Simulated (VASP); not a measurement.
Wanted: the native input for a VASP 6.6.1 run.

```yaml
Task: relaxation of cell and atoms
Functional: PBE
Potentials_or_basis: VASP PAW PBE potentials, release 64 (Cs_sv, Ta_pv, Al, P)
Cutoff: 600 eV
k_mesh: 6 × 6 × 12
Occupations: gaussian, width 0.1 eV
Spin: no spin polarisation
Dipole_correction: no
Further_INCAR_settings: ALGO = Normal; EDIFF = 1e-06; IBRION = 2; EDIFFG = -0.01; NSW = 100; ISIF = 3
```

The structure of CsTaAlP3 lies in POSCAR:

```
CsTaAlP3
1.0
    6.9029567007      0.0000000000      0.0000000000
   -3.4514783503      5.9781358640      0.0000000000
    0.0000000000      0.0000000000      3.2411060658
Cs Ta Al P
1 1 1 3
Direct
    0.0000000000      0.0000000000      0.0000000000
    0.6666666667      0.3333333333      0.0000000000
    0.3333333333      0.6666666667      0.0000000000
    0.9943223316      0.4971611658      0.5000000000
    0.5028388342      0.4971611658      0.5000000000
    0.5028388342      0.0056776684      0.5000000000
```

The cell was generated, and may not be a known phase.

One way to write it, as run:

INCAR

```
PREC = Accurate
ENCUT = 600
EDIFF = 1E-6
ISMEAR = 0
SIGMA = 0.1
LREAL = False
LASPH = True
NELM = 80
ALGO = Normal
ISIF = 3
LWAVE = False
LCHARG = False
GGA = PE
IBRION = 2
NSW = 100
EDIFFG = -0.01
```

KPOINTS

```
Automatic mesh
0
Gamma
  6 6 12
```

Potentials or basis: VASP PAW PBE potentials, release 64 (Cs_sv, Ta_pv, Al, P).

Launch:

```sh
$ cat potpaw_PBE.64/Cs_sv/POTCAR potpaw_PBE.64/Ta_pv/POTCAR potpaw_PBE.64/Al/POTCAR potpaw_PBE.64/P/POTCAR > POTCAR
$ mpirun -np 1 vasp_std > vasp.out
```

It gave:

The relaxed volume is 22.36 Å³/atom and the relaxed cell is a = 6.907 Å, b = 6.907 Å, c = 3.247 Å, α = 90.00°, β = 90.00°, γ = 120.00°. The space group after relaxing (to 0.1 Å) is P-6m2 (No. 187), the energy gained by relaxing is 0.1 meV/atom and the ionic steps are 7. The pressure after relaxing is 0.0 GPa, the largest force after relaxing is 0.006 eV/Å and the band gap on the k mesh is zero (bands 19 and 20 overlap by 0.27 eV).

Caveat: spin-orbit coupling is left out, which moves the levels of the heavy elements.

It took 5 min on 1 thread of AMD EPYC 9R45 96-Core Processor (Zen 5), with other jobs on the host, peak memory 0.42 GiB.
